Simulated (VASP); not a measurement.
Input of a VASP 6.6.1 run:

File INCAR:

```
SYSTEM = Pd
ALGO = Normal
EDIFF = 1E-6
ENCUT = 520
GGA = RE
ISIF = 2
ISMEAR = -1
LASPH = .TRUE.
LCHARG = .FALSE.
LREAL = .FALSE.
LWAVE = .FALSE.
NBANDS = 11
NELM = 60
PREC = Accurate
SIGMA = 0.1
```

KPOINTS

```
k-points
0
G
  13 13 13
  0 0 0
```

Contents of POSCAR:

```
Pd
1.0
    2.6708411797      0.0000000000      0.0000000000
    0.0000000000      2.6708411797      0.0000000000
    0.0000000000      0.0000000000      2.6708411797
Pd
1
Direct
    0.0000000000      0.0000000000      0.0000000000
```

Potentials or basis: VASP PAW PBE potentials, release 64 (Pd).

The run is started by

```console
$ cat potpaw_PBE.64/Pd/POTCAR > POTCAR
$ mpirun -np 1 vasp_std > vasp.out
```

Task: What does it give for the band gap on the k mesh?

Result: Zero (band 5 reaches 7.31 eV, above the bottom of band 6 at 5.82 eV).

Task: Predict the pressure.

Result: -4.1 GPa.

Caveat: the PAW data sets were made with another functional, which shifts forces and pressure a little.
